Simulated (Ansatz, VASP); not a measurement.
Mg3PtCl in VASP and in Ansatz

```
CELL_PARAMETERS angstrom
4.68093 0.00000 0.00000
0.00000 4.68093 0.00000
0.00000 0.00000 4.68093
ATOMIC_POSITIONS crystal
Mg 0.00000 0.50000 0.50000
Mg 0.50000 0.00000 0.50000
Mg 0.50000 0.50000 0.00000
Pt 0.00000 0.00000 0.00000
Cl 0.50000 0.50000 0.50000
```

Change from the starting cell: species swapped into the Mn3AgN type (Pm-3m, No. 221).

Alike in both runs: functional PBE; k mesh 4 × 4 × 4; occupations gaussian, width 0.1 eV; no spin polarisation.

Ansatz relaxed the structure, and its values are those at the end. VASP's run is a single point on that final structure, the one shown.

```csv
,VASP,Ansatz
version,VASP 6.6.1,Ansatz 0.2.0
potentials or method,"VASP PAW PBE potentials, release 64 (Mg, Pt, Cl), cutoff 520 eV","scalar-relativistic, plane waves, PAW"
valence electrons in the cell,23,55
```

Ansatz gave:

```
gap on the k mesh at the Fermi level (eV) : none
pressure (GPa)                            : 0.0
```

Task: Estimate VASP's values.

Result: gap on the k mesh at the Fermi level (eV): none; pressure (GPa): -0.1.

A gap of «none» marks a metal or a gap that the smearing closes. VASP's potentials hold 23 valence electrons a cell and Ansatz's 55, so a difference there can come from the potentials and not from the codes.

Neither program's run includes spin-orbit coupling.
